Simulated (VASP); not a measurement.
# MgO (P4mm) in VASP: further runs, part 2 of 2

VASP 6.6.1. Earlier steps stand in the parts before.

## 3. Single point, LDA (atom 1 (Mg) moved by +0.000 Å along [1 1 0] and -0.312 Å along [0 0 1])

Input file INCAR:

```
SYSTEM = MgO
PREC = Accurate
ENCUT = 520
EDIFF = 1E-6
ISMEAR = 0
SIGMA = 0.05
LREAL = .False.
LASPH = .True.
NELM = 60
ALGO = Normal
ISIF = 2
LWAVE = .False.
LCHARG = .False.
NBANDS = 26
```

Input file KPOINTS:

```
regular mesh
0
Gamma
  6 6 6
  0 0 0
```

Input file POSCAR:

```
MgO
1.0
    4.1607146133      0.0000000000      0.0000000000
    0.0000000000     -4.1607146133      0.0000000000
    0.0000000000      0.0000000000     -4.1607146133
Mg O
4 4
Direct
    0.0000000000      1.0000000000      1.0749871186
    0.5000000000      0.5000000000      1.0000000000
    0.5000000000      1.0000000000      0.5000000000
    0.0000000000      0.5000000000      0.5000000000
    0.5000000000      0.0000000000      0.0000000000
    0.0000000000      0.5000000000      0.0000000000
    0.0000000000      0.0000000000      0.5000000000
    0.5000000000      0.5000000000      0.5000000000
```

Potentials or basis: VASP PAW LDA potentials, release 64 (Mg, O).

The run is started by

```
$ cat potpaw_LDA.64/Mg/POTCAR potpaw_LDA.64/O/POTCAR > POTCAR
$ mpirun -np 1 vasp_std > vasp.out
```

OUTCAR:

```text
SYSTEM = MgO
   PREC = Accurate
   ENCUT = 520
   EDIFF = 1E-6
   ISMEAR = 0
   LREAL = .False.
   LASPH = .True.
   NELM = 60
   ISIF = 2

 ion  position               nearest neighbor table
   1  0.000  0.000  0.075-   7 1.77   6 2.10   5 2.10   6 2.10   5 2.10   7 2.39   4 2.73   3 2.73
                             3 2.73   4 2.73   2 2.96   2 2.96   2 2.96   2 2.96   4 3.17   4 3.17
   2  0.500  0.500  0.000-   5 2.08   6 2.08   8 2.08   8 2.08   5 2.08   6 2.08   4 2.94   4 2.94
                             3 2.94   3 2.94   3 2.94   4 2.94   3 2.94   4 2.94   1 2.96   1 2.96
   3  0.500  0.000  0.500-   5 2.08   7 2.08   8 2.08   5 2.08   8 2.08   7 2.08   1 2.73   1 2.73
                             2 2.94   4 2.94   2 2.94   2 2.94   2 2.94   4 2.94   4 2.94   4 2.94
   4  0.000  0.500  0.500-   6 2.08   7 2.08   8 2.08   6 2.08   7 2.08   8 2.08   1 2.73   1 2.73
                             2 2.94   3 2.94   2 2.94   2 2.94   3 2.94   3 2.94   2 2.94   3 2.94
   5  0.500  0.000  0.000-   2 2.08   3 2.08   3 2.08   2 2.08   1 2.10   1 2.10
   6  0.000  0.500  0.000-   2 2.08   4 2.08   4 2.08   2 2.08   1 2.10   1 2.10
   7  0.000  0.000  0.500-   1 1.77   3 2.08   4 2.08   4 2.08   3 2.08   1 2.39
   8  0.500  0.500  0.500-   2 2.08   3 2.08   4 2.08   2 2.08   3 2.08   4 2.08

  LATTYP: Found a simple cubic cell.
 ALAT       =     4.1607146133

  Lattice vectors:

 A1 = (   4.1607146133,   0.0000000000,   0.0000000000)
 A2 = (   0.0000000000,  -4.1607146133,   0.0000000000)
 A3 = (   0.0000000000,   0.0000000000,  -4.1607146133)

Analysis of symmetry for initial positions (statically):
=====================================================================
 Subroutine PRICEL returns:
 Original cell was already a primitive cell.

 Routine SETGRP: Setting up the symmetry group for a
 simple cubic supercell.

 Subroutine GETGRP returns: Found  8 space group operations
 (whereof  8 operations were pure point group operations)
 out of a pool of 48 trial point group operations.

The static configuration has the point symmetry C_4v.

Analysis of symmetry for dynamics (positions and initial velocities):
[... 151 lines left out ...]
   IVDW    =     0    specifies the selected vdW correction
   LEPSILON=     F    determine dielectric tensor
   LRPA    =     F    only Hartree local field effects (RPA)
 non-spin polarized calculation
 Gauss-broadening in eV      SIGMA  =   0.05
  energy-cutoff  :      520.00
  volume of cell :       72.03
 maximum number of plane-waves:      1956
 NGX is ok and might be reduce to    32
   NGX = 15   NGY = 15   NGZ = 15

 number of electron      32.0000014 magnetization

 Free energy of the ion-electron system (eV)
  ---------------------------------------------------
  ext. energy  EPLUGINS =         0.00000000
  ---------------------------------------------------
  free energy    TOTEN  =       -53.14293843 eV

  energy without entropy =      -53.14293843  energy(sigma->0) =      -53.14293843

 E-fermi :   3.4035     XC(G=0): -11.7585

 val. band max:        3.1388165687   @ k =   0.0000   0.0000   0.0000
 cond. band min:       8.1454219969   @ k =   0.0000   0.0000   0.0000
 fundamental gap:      5.0066054283
 Fermi energy:         3.4034876526

 k-point     1 :       0.0000    0.0000    0.0000
  band No.  band energies     occupation
      1     -14.0616      2.00000
      2     -12.4467      2.00000
      3     -12.3015      2.00000
      4     -12.2307      2.00000
      5      -1.1626      2.00000
      6      -1.1626      2.00000
[... 685 lines left out ...]
     25      15.9353      0.00000
     26      16.0926      0.00000

 [... further k-points ...]

------------------------ aborting loop because EDIFF is reached ----------------------------------------

  FORCE on cell =-STRESS in cart. coord.  units (eV):
  Direction    XX          YY          ZZ          XY          YZ          ZX
  --------------------------------------------------------------------------------------
  -------------------------------------------------------------------------------------
  Total       -0.7199063     -0.7199063      3.9601073      0.0000000      0.0000000     -0.0000000
  in kB      -16.0133711    -16.0133711     88.0873912      0.0000000      0.0000000     -0.0000000
  external PRESSURE =      18.6868830 kB  Pullay stress =       0.0000000 kB

 VOLUME and BASIS-vectors are now :
 -----------------------------------------------------------------------------
  energy-cutoff  :      520.00
  volume of cell :       72.03
      direct lattice vectors                 reciprocal lattice vectors
     4.160714613  0.000000000  0.000000000     0.240343329  0.000000000  0.000000000
     0.000000000 -4.160714613  0.000000000     0.000000000 -0.240343329  0.000000000
     0.000000000  0.000000000 -4.160714613     0.000000000  0.000000000 -0.240343329

 POSITION                                       TOTAL-FORCE (eV/Angst)
 -----------------------------------------------------------------------------------
      0.00000      0.00000     -0.31200        -0.000000      0.000000      4.867194
      2.08036     -2.08036      0.00000        -0.000000     -0.000000      0.247891
      2.08036      0.00000     -2.08036        -0.000000      0.000000     -0.858191
      0.00000     -2.08036     -2.08036        -0.000000      0.000000     -0.858191
      2.08036      0.00000      0.00000         0.000000      0.000000     -0.504483
      0.00000     -2.08036      0.00000        -0.000000      0.000000     -0.504483
      0.00000      0.00000     -2.08036        -0.000000      0.000000     -2.473155
      2.08036     -2.08036     -2.08036        -0.000000     -0.000000      0.083418
 -----------------------------------------------------------------------------------
    total drift:                                0.000000     -0.000000     -0.000256

  FREE ENERGIE OF THE ION-ELECTRON SYSTEM (eV)
  ---------------------------------------------------
  free  energy   TOTEN  =       -53.1429384297 eV

  energy  without entropy=      -53.1429384297  energy(sigma->0) =      -53.14293843
```

stdout:

```text
POSCAR found type information on POSCAR MgO
 POSCAR found :  2 types and       8 ions
 scaLAPACK will be used
 LDA part: xc-table for (Slater(with rela. corr.)+CA(PZ))
 , standard interpolation
 POSCAR, INCAR and KPOINTS ok, starting setup
 FFT: planning ... GRIDC
 FFT: planning ... GRID_SOFT
 FFT: planning ... GRID
 WAVECAR not read
 entering main loop
```

Run time: 38 s. Hardware: 1 thread of Intel Xeon Platinum 8488C (Sapphire Rapids), shared host; peak memory 0.18 GiB.

What came out:

```
Free energy            : -53.1429 eV
Pressure               : 1.9 GPa
Largest force          : 4.867 eV/Å
Band gap on the k mesh : 5.01 eV, direct
```

Forces on the atoms (eV/Å):
```
Mg   0.000  0.000  4.867
Mg   0.000  0.000  0.248
Mg   0.000  0.000 -0.858
Mg   0.000  0.000 -0.858
O    0.000  0.000 -0.504
O    0.000  0.000 -0.504
O    0.000  0.000 -2.473
O    0.000  0.000  0.083
```

Stress tensor (GPa, compression positive):
```
-1.60  0.00  0.00
 0.00 -1.60  0.00
 0.00  0.00  8.81
```

Levels at points of the mesh, in eV from the valence-band top:
```tsv
k point	band 12	band 13	band 14	band 15	band 16	band 17	band 18	band 19	band 20	band 21
(0.00, 0.00, 0.00)	-1.38	-1.38	-0.01	0.00	0.00	5.01	8.90	8.98	8.98	9.89
(0.50, 0.00, 0.00)	-1.81	-0.83	-0.77	-0.75	-0.75	8.33	8.33	10.85	11.02	11.38
(0.00, 0.00, 0.50)	-1.84	-0.89	-0.89	-0.67	-0.67	8.07	8.43	10.59	11.38	11.38
(0.50, 0.50, 0.00)	-2.03	-0.80	-0.80	-0.63	-0.54	9.61	9.65	9.69	9.69	11.45
(0.00, 0.50, 0.50)	-1.97	-0.76	-0.70	-0.67	-0.64	9.46	9.50	9.76	9.88	11.44
(0.50, 0.50, 0.50)	-0.69	-0.68	-0.68	-0.63	-0.54	7.90	7.92	8.02	8.02	12.55
```

Caveat: the cell differs from its parent crystal (atom 1 (Mg) moved by +0.000 Å along [1 1 0] and -0.312 Å along [0 0 1]); forces of over 1 eV/Å act on the atoms, so gaps and moduli don't describe the material at rest.

## 4. Single point, LDA (atom 1 (Mg) moved by +0.000 Å along [1 1 0] and -0.416 Å along [0 0 1])

Input file INCAR:

```
PREC = Accurate
ENCUT = 520
EDIFF = 1E-7
ISMEAR = 0
SIGMA = 0.05
LREAL = F
LASPH = T
NELM = 100
ALGO = Normal
ISIF = 2
LWAVE = F
LCHARG = F
NBANDS = 26
```

Input file KPOINTS:

```
regular mesh
0
Gamma
  6 6 6
```

Edit POSCAR of step 3 so:

```diff
@@ -8,3 +8,3 @@
 Direct
-    0.0000000000      1.0000000000      1.0749871186
+    0.0000000000      1.0000000000      1.0999828247
     0.5000000000      0.5000000000      1.0000000000
```

The run is started by

```
$ cat potpaw_LDA.64/Mg/POTCAR potpaw_LDA.64/O/POTCAR > POTCAR
$ mpirun -np 1 vasp_std > vasp.out
```

Run time: 43 s. Hardware: 1 thread of Intel Xeon Platinum 8488C (Sapphire Rapids), shared host; peak memory 0.18 GiB.

The run converged. Its results:

```
Free energy            : -52.4688 eV
Pressure               : 5.5 GPa
Largest force          : 8.370 eV/Å
Band gap on the k mesh : 4.98 eV, direct
```

Forces in eV/Å, atoms in the order of the input:
```
Mg   0.000  0.000  8.370
Mg   0.000  0.000  0.318
Mg   0.000  0.000 -1.152
Mg   0.000  0.000 -1.152
O    0.000  0.000 -0.696
O    0.000  0.000 -0.696
O    0.000  0.000 -5.102
O    0.000  0.000  0.110
```

Stress tensor (GPa, compression positive):
```
-1.31  0.00  0.00
 0.00 -1.31  0.00
 0.00  0.00 19.00
```

Levels at points of the mesh, in eV from the valence-band top:
```csv
k point,band 14,band 15,band 16,band 17,band 18,band 19
"(0.00, 0.00, 0.00)",-0.02,0.00,0.00,4.98,8.87,9.02
"(0.50, 0.00, 0.00)",-0.75,-0.74,-0.73,8.31,8.31,10.74
"(0.00, 0.00, 0.50)",-0.97,-0.60,-0.60,7.91,8.44,10.44
"(0.50, 0.50, 0.00)",-0.89,-0.58,-0.43,9.55,9.57,9.69
"(0.00, 0.50, 0.50)",-0.70,-0.65,-0.59,9.31,9.44,9.80
"(0.50, 0.50, 0.50)",-0.65,-0.58,-0.43,7.84,7.86,8.05
```

Caveat: the cell differs from its parent crystal (atom 1 (Mg) moved by +0.000 Å along [1 1 0] and -0.416 Å along [0 0 1]); forces of over 1 eV/Å act on the atoms, so gaps and moduli don't describe the material at rest.

## 5. Single point, LDA (atom 1 (Mg) moved by +0.000 Å along [1 1 0] and -0.208 Å along [0 0 1])

Input file INCAR:

```
SYSTEM = MgO
ALGO = Normal
EDIFF = 1E-6
ENCUT = 520
ISIF = 2
ISMEAR = 0
LASPH = .True.
LCHARG = .True.
LELF = .True.
LREAL = .False.
LVHAR = .True.
LWAVE = .False.
NBANDS = 26
NELM = 100
PREC = Accurate
SIGMA = 0.05
```

Input file KPOINTS:

```
k-points
0
Gamma
  6 6 6
  0 0 0
```

Edit POSCAR of step 4 so:

```diff
@@ -8,3 +8,3 @@
 Direct
-    0.0000000000      1.0000000000      1.0999828247
+    0.0000000000      1.0000000000      1.0499914124
     0.5000000000      0.5000000000      1.0000000000
```

The run is started by

```
$ cat potpaw_LDA.64/Mg/POTCAR potpaw_LDA.64/O/POTCAR > POTCAR
$ mpirun -np 1 vasp_std > vasp.out
```

Wall time 38 s (1 thread of Intel Xeon Platinum 8488C (Sapphire Rapids), shared host); peak memory 0.19 GiB.

It converged, with:

- Free energy: -53.5254 eV
- Pressure: -0.3 GPa
- Largest force: 2.651 eV/Å
- Band gap on the k mesh: 5.02 eV, direct

Forces in eV/Å, atoms in the order of the input:
```
Mg   0.000  0.000  2.651
Mg   0.000  0.000  0.170
Mg   0.000  0.000 -0.569
Mg   0.000  0.000 -0.569
O    0.000  0.000 -0.327
O    0.000  0.000 -0.327
O    0.000  0.000 -1.085
O    0.000  0.000  0.056
```

Stress tensor (GPa, compression positive):
```
-1.78  0.00  0.00
 0.00 -1.78  0.00
 0.00  0.00  2.55
```

Levels at points of the mesh, in eV from the valence-band top:
```csv
k point,band 13,band 14,band 15,band 16,band 17,band 18,band 19,band 20
"(0.00, 0.00, 0.00)",-1.40,-0.01,0.00,0.00,5.02,8.92,8.95,8.95
"(0.50, 0.00, 0.00)",-0.80,-0.78,-0.77,-0.77,8.33,8.34,10.93,11.01
"(0.00, 0.00, 0.50)",-0.83,-0.83,-0.73,-0.73,8.18,8.41,10.74,11.31
"(0.50, 0.50, 0.00)",-0.75,-0.75,-0.67,-0.63,9.65,9.67,9.68,9.68
"(0.00, 0.50, 0.50)",-0.73,-0.70,-0.69,-0.68,9.55,9.57,9.72,9.81
"(0.50, 0.50, 0.50)",-0.70,-0.70,-0.67,-0.63,7.94,7.95,7.99,7.99
```

Caveat: the cell differs from its parent crystal (atom 1 (Mg) moved by +0.000 Å along [1 1 0] and -0.208 Å along [0 0 1]); forces of over 1 eV/Å act on the atoms, so gaps and moduli don't describe the material at rest.
